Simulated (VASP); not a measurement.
# Pt (P6_3/mmc) in VASP: notebook

Pt is run at these levels: r2SCAN; tasks: single point.

Everything below comes from runs of VASP 6.6.1. Logs are shortened: lines on timing, memory, paths and dates and some standing lists are left out, and cuts for length are marked.

## Step 1: The cell of the first run

The structure is hexagonal, space group P6_3/mmc (No. 194). The conventional cell has a = 2.982 Å, b = 2.982 Å, c = 4.792 Å, α = 90.00°, β = 90.00°, γ = 120.00°. Pt (site symmetry -6m2) has 12 Pt at 2.95 to 2.98 Å within 3.9 Å.

This isn't the form of Pt at room conditions, which is fcc.

## Step 2: Single point, r2SCAN (strain +0.080 along x and y, +0.000 along z)

Contents of POSCAR:

```
Pt
1.0
    2.9815188650      0.0000000000      0.0000000000
   -1.4907594325      2.5820710790      0.0000000000
    0.0000000000      0.0000000000      4.7921340000
Pt
2
Direct
    0.6666666667      0.3333333333      0.7500000000
    0.3333333333      0.6666666667      0.2500000000
```

Contents of INCAR.step1:

```
SYSTEM = Pt
PREC = Accurate
ENCUT = 520
ISMEAR = 0
SIGMA = 0.15
LREAL = .FALSE.
LASPH = .TRUE.
NELM = 100
NBANDS = 17
GGA = PE
ALGO = Normal
EDIFF = 1E-4
LWAVE = .TRUE.
LCHARG = .FALSE.
```

Contents of INCAR.step2:

```
SYSTEM = Pt
PREC = Accurate
ENCUT = 520
EDIFF = 1E-6
ISMEAR = 0
SIGMA = 0.15
LREAL = .FALSE.
LASPH = .TRUE.
NELM = 100
ALGO = Normal
ISIF = 2
LWAVE = .FALSE.
LCHARG = .FALSE.
METAGGA = R2SCAN
LMIXTAU = .TRUE.
NBANDS = 17
ISTART = 1
```

Contents of KPOINTS:

```
regular mesh
0
G
  18 18 10
  0 0 0
```

Potentials or basis: VASP PAW PBE potentials, release 64 (Pt).

The run is started by

```console
cat potpaw_PBE.64/Pt/POTCAR > POTCAR
cp INCAR.step1 INCAR
mpirun -np 1 vasp_std > vasp.out
cp INCAR.step2 INCAR
mpirun -np 1 vasp_std > vasp.out
```

OUTCAR:

```text
SYSTEM = Pt
   PREC = Accurate
   ENCUT = 520
   EDIFF = 1E-6
   ISMEAR = 0
   LREAL = .FALSE.
   LASPH = .TRUE.
   NELM = 100
   ISIF = 2
   METAGGA = R2SCAN
   ISTART = 1

 ion  position               nearest neighbor table
   1  0.667  0.333  0.750-   2 2.95   2 2.95   2 2.95   2 2.95   2 2.95   2 2.95
   2  0.333  0.667  0.250-   1 2.95   1 2.95   1 2.95   1 2.95   1 2.95   1 2.95

  LATTYP: Found a hexagonal cell.
 ALAT       =     2.9815188650
 C/A-ratio  =     1.6072794495

  Lattice vectors:

 A1 = (   2.9815188650,   0.0000000000,   0.0000000000)
 A2 = (  -1.4907594325,   2.5820710790,   0.0000000000)
 A3 = (   0.0000000000,   0.0000000000,   4.7921340000)

Analysis of symmetry for initial positions (statically):
=====================================================================
 Subroutine PRICEL returns:
 Original cell was already a primitive cell.

 Routine SETGRP: Setting up the symmetry group for a
 hexagonal supercell.

 Subroutine GETGRP returns: Found 24 space group operations
 (whereof 12 operations were pure point group operations)
 out of a pool of 24 trial point group operations.

The static configuration has the point symmetry D_3d.
 The point group associated with its full space group is D_6h.

Analysis of symmetry for dynamics (positions and initial velocities):
=====================================================================
 Subroutine PRICEL returns:
 Original cell was already a primitive cell.

 Routine SETGRP: Setting up the symmetry group for a
 hexagonal supercell.

 Subroutine GETGRP returns: Found 24 space group operations
 (whereof 12 operations were pure point group operations)
 out of a pool of 24 trial point group operations.

The dynamic configuration has the point symmetry D_3d.
 The point group associated with its full space group is D_6h.

 Subroutine INISYM returns: Found 24 space group operations
 (whereof 12 operations are pure point group operations),
 and found     1 'primitive' translations

----------------------------------------------------------------------------------------

                                     Primitive cell

  volume of cell :      36.8922

  direct lattice vectors                    reciprocal lattice vectors
     2.981518865  0.000000000  0.000000000     0.335399521  0.193643004  0.000000000
    -1.490759432  2.582071079  0.000000000     0.000000000  0.387286008  0.000000000
     0.000000000  0.000000000  4.792134000     0.000000000  0.000000000  0.208675300

  length of vectors
     2.981518865  2.981518865  4.792134000     0.387286008  0.387286008  0.208675300

  position of ions in fractional coordinates (direct lattice)
     0.666666667  0.333333333  0.750000000
     0.333333333  0.666666667  0.250000000

  ion indices of the primitive-cell ions
   primitive index   ion index
                 1           1
                 2           2

----------------------------------------------------------------------------------------

 KPOINTS: regular mesh

Automatic generation of k-mesh.
 Grid dimensions read from file:
 generate k-points for:   18   18   10

 Generating k-lattice:

  Cartesian coordinates                     Fractional coordinates (reciprocal lattice)
     0.018633307  0.010757945  0.000000000     0.055555556  0.000000000  0.000000000
     0.000000000  0.021515889  0.000000000     0.000000000  0.055555556  0.000000000
     0.000000000  0.000000000  0.020867530     0.000000000  0.000000000  0.100000000

  Length of vectors
     0.021515889  0.021515889  0.020867530

  Shift w.r.t. Gamma in fractional coordinates (k-lattice)
     0.000000000  0.000000000  0.000000000

 Subroutine IBZKPT returns following result:
 ===========================================

 Found    222 irreducible k-points:

 Following reciprocal coordinates:
            Coordinates               Weight
  0.000000  0.000000  0.000000      1.000000
  0.055556  0.000000  0.000000      6.000000
  0.111111  0.000000  0.000000      6.000000
  0.166667  0.000000  0.000000      6.000000
  0.222222  0.000000  0.000000      6.000000
  0.277778  0.000000  0.000000      6.000000
[... 16 lines left out ...]
  0.333333  0.111111  0.000000     12.000000
  0.388889  0.111111  0.000000     12.000000
 [... further k-points ...]
   k-points           NKPTS =    222   k-points in BZ     NKDIM =    222   number of bands    NBANDS=     17
   number of dos      NEDOS =    301   number of ions     NIONS =      2
   total plane-waves  NPLWV =  20736
   dimension x,y,z NGX =    24 NGY =   24 NGZ =   36
   dimension x,y,z NGXF=    48 NGYF=   48 NGZF=   72
   ions per type =               2
   NGX,Y,Z   is equivalent  to a cutoff of  13.38, 13.38, 12.49 a.u.
   NGXF,Y,Z  is equivalent  to a cutoff of  26.76, 26.76, 24.98 a.u.
 SYSTEM =  Pt
   PREC   = accura    normal or accurate (medium, high low for compatibility)
   ISTART =      1    job   : 0-new  1-cont  2-samecut
   ICHARG =      0    charge: 1-file 2-atom 10-const
   ISPIN  =      1    spin polarized calculation?
   LNONCOLLINEAR =      F non collinear calculations
   LSORBIT =      F    spin-orbit coupling
   LASPH  =      T    aspherical Exc in radial PAW
   ENCUT  =  520.0 eV  38.22 Ry    6.18 a.u.   5.54  5.54  8.91*2*pi/ulx,y,z
   NELM   =    100;   NELMIN=  2; NELMDL=  0     # of ELM steps
   EDIFF  = 0.1E-05   stopping-criterion for ELM
   LREAL  =      F    real-space projection
   EDIFFG = 0.1E-04   stopping-criterion for IOM
   NSW    =      0    number of steps for IOM
   IBRION =     -1    ionic relax: 0-MD 1-quasi-New 2-CG
   NFREE  =      0    steps in history (QN), initial steepest desc. (CG)
   ISIF   =      2    stress and relaxation
   ISYM   =      2    0-nonsym 1-usesym 2-fastsym
   POTIM  = 0.5000    time-step for ionic-motion
   TEBEG  =    0.0;   TEEND  =   0.0 temperature during run
   PSTRESS=    0.0 pullay stress
   NELECT =      20.0000    total number of electrons
   NUPDOWN=      -1.0000    fix difference up-down
   EMIN   =  10.00;   EMAX   =-10.00  energy-range for DOS
   EFERMI =   0.00;   METHOD = LEGACY
   ISMEAR =     0;   SIGMA  =   0.15  broadening in eV -4-tet -1-fermi 0-gaus
   EFERMI_NEDOS =   21; number of points for ismear=-14 and -15
   IALGO  =     38    algorithm
   IMIX   =      4    mixing-type and parameters
     AMIX     =   0.40;   BMIX     =  1.00
     AMIX_MAG =   1.60;   BMIX_MAG =  1.00
  volume/ion in A,a.u.               =      18.45       124.48
  Fermi-wavevector in a.u.,A,eV,Ry     =   1.334873  2.522544 24.244027  1.781886
  Thomas-Fermi vector in A             =   2.463621
   LORBIT       =      0    0 simple, 1 ext, 2 COOP (PROOUT), +10 PAW based schemes
   METAGGA = R2SCAN    functional components
   LHFCALC =     F    Hartree Fock is set to
   AEXX    =    0.0000 exact exchange contribution
   IVDW    =     0    specifies the selected vdW correction
   LEPSILON=     F    determine dielectric tensor
   LRPA    =     F    only Hartree local field effects (RPA)
 non-spin polarized calculation
 Gauss-broadening in eV      SIGMA  =   0.15
  energy-cutoff  :      520.00
  volume of cell :       36.89
 maximum number of plane-waves:      1026
 NGX is ok and might be reduce to    24
   NGX = 11   NGY = 11   NGZ = 17

 number of electron      20.0000001 magnetization

 Free energy of the ion-electron system (eV)
  ---------------------------------------------------
  ext. energy  EPLUGINS =         0.00000000
  ---------------------------------------------------
  free energy    TOTEN  =      -102.17739996 eV

  energy without entropy =     -102.11203831  energy(sigma->0) =     -102.14471913

 E-fermi :   7.5482     XC(G=0): -13.2253

 val. band max:        7.5467060677   @ k =   0.2222   0.0556   0.0000
 cond. band min:       7.5525216435   @ k =   0.3333   0.1667   0.1000
 fundamental gap:      0.0058155758
 Fermi energy:         7.5481525359

 k-point     1 :       0.0000    0.0000    0.0000
  band No.  band energies     occupation
      1      -0.7695      2.00000
      2       1.9800      2.00000
      3       4.8423      2.00000
      4       4.8557      2.00000
      5       4.8557      2.00000
      6       5.2345      2.00000
[... 9 lines left out ...]
     16      25.6749      0.00000
     17      26.6299      0.00000

 k-point     2 :       0.0556    0.0000    0.0000
  band No.  band energies     occupation
      1      -0.6758      2.00000
      2       2.0568      2.00000
      3       4.6729      2.00000
      4       4.9198      2.00000
      5       5.0163      2.00000
      6       5.2002      2.00000
[... 9 lines left out ...]
     16      25.3919      0.00000
     17      26.1114      0.00000

 k-point     3 :       0.1111    0.0000    0.0000
  band No.  band energies     occupation
      1      -0.4003      2.00000
      2       2.2732      2.00000
      3       4.4786      2.00000
      4       5.0783      2.00000
      5       5.1083      2.00000
      6       5.2335      2.00000
[... 9 lines left out ...]
     16      25.0198      0.00000
     17      25.6754      0.00000

 k-point     4 :       0.1667    0.0000    0.0000
  band No.  band energies     occupation
      1       0.0388      2.00000
      2       2.5761      2.00000
      3       4.2970      2.00000
      4       4.9135      2.00000
      5       4.9508      2.00000
      6       5.3398      2.00000
[... 9 lines left out ...]
     16      24.8419      0.00000
     17      25.8398      0.00000
[... 343 lines left out ...]
      1       2.0349      2.00000
      2       3.0468      2.00000
      3       3.5218      2.00000
      4       4.2755      2.00000
      5       4.6855      2.00000
      6       5.0504      2.00000
[... 9 lines left out ...]
     16      22.2193      0.00000
     17      23.1158      0.00000

 k-point    23 :       0.3333    0.1111    0.0000
  band No.  band energies     occupation
      1       2.4222      2.00000
      2       2.9087      2.00000
      3       3.2666      2.00000
      4       4.6142      2.00000
      5       4.6217      2.00000
      6       5.2091      2.00000
[... 9 lines left out ...]
     16      20.3661      0.00000
     17      22.3008      0.00000

 k-point    24 :       0.3889    0.1111    0.0000
  band No.  band energies     occupation
      1       2.6056      2.00000
      2       2.8075      2.00000
      3       3.1107      2.00000
      4       4.5923      2.00000
      5       4.9617      2.00000
      6       5.1028      2.00000
[... 9 lines left out ...]
     16      18.9798      0.00000
     17      21.5695      0.00000

 [... further k-points ...]
[... 5 lines left out ...]
  --------------------------------------------------------------------------------------
  -------------------------------------------------------------------------------------
  Total       -6.9884714     -6.9884714     -5.8518735      0.0000000     -0.0000000     -0.0000000
  in kB     -303.4995621   -303.4995621   -254.1386975      0.0000000     -0.0000000     -0.0000000
  external PRESSURE =    -287.0459406 kB  Pullay stress =       0.0000000 kB

 VOLUME and BASIS-vectors are now :
 -----------------------------------------------------------------------------
  energy-cutoff  :      520.00
  volume of cell :       36.89
      direct lattice vectors                 reciprocal lattice vectors
     2.981518865  0.000000000  0.000000000     0.335399521  0.193643004  0.000000000
    -1.490759432  2.582071079  0.000000000     0.000000000  0.387286008  0.000000000
     0.000000000  0.000000000  4.792134000     0.000000000  0.000000000  0.208675300

 POSITION                                       TOTAL-FORCE (eV/Angst)
 -----------------------------------------------------------------------------------
      1.49076      0.86069      3.59410        -0.000000     -0.000000      0.000000
     -0.00000      1.72138      1.19803         0.000000      0.000000      0.000000
 -----------------------------------------------------------------------------------
    total drift:                                0.000000     -0.000000      0.000000

  FREE ENERGIE OF THE ION-ELECTRON SYSTEM (eV)
  ---------------------------------------------------
  free  energy   TOTEN  =      -102.1773999562 eV

  energy  without entropy=     -102.1120383132  energy(sigma->0) =     -102.14471913
```

It took 2.3 min on 1 thread of Intel Xeon 6975P-C (Granite Rapids), shared host; peak memory 0.25 GiB.

Results:

```yaml
Free_energy: -102.1774 eV
Pressure: -28.7 GPa
Band_gap_on_the_k_mesh: zero (bands 10 and 11 overlap by 0.93 eV)
```

Levels at points of the mesh, in eV from the Fermi level:
```
           k point  band 8  band 9  band 10  band 11  band 12  band 13
(0.00, 0.00, 0.00)   -1.89   -1.89    -0.23    -0.23     0.65     4.90
(0.50, 0.00, 0.00)   -0.07    0.13     0.18     1.98     3.04     7.43
(0.00, 0.00, 0.50)   -2.80   -0.72    -0.72    -0.72    -0.72    13.08
(0.50, 0.00, 0.50)   -0.54    0.08     0.08     1.94     1.94     5.47
```

Caveat: the cell differs from its parent crystal (strain +0.080 along x and y, +0.000 along z); the cell stands under tension; the PAW data sets were made with another functional, which shifts forces and pressure a little; spin-orbit coupling is left out, which moves the levels of the heavy elements.

[end of part 1 of 2]
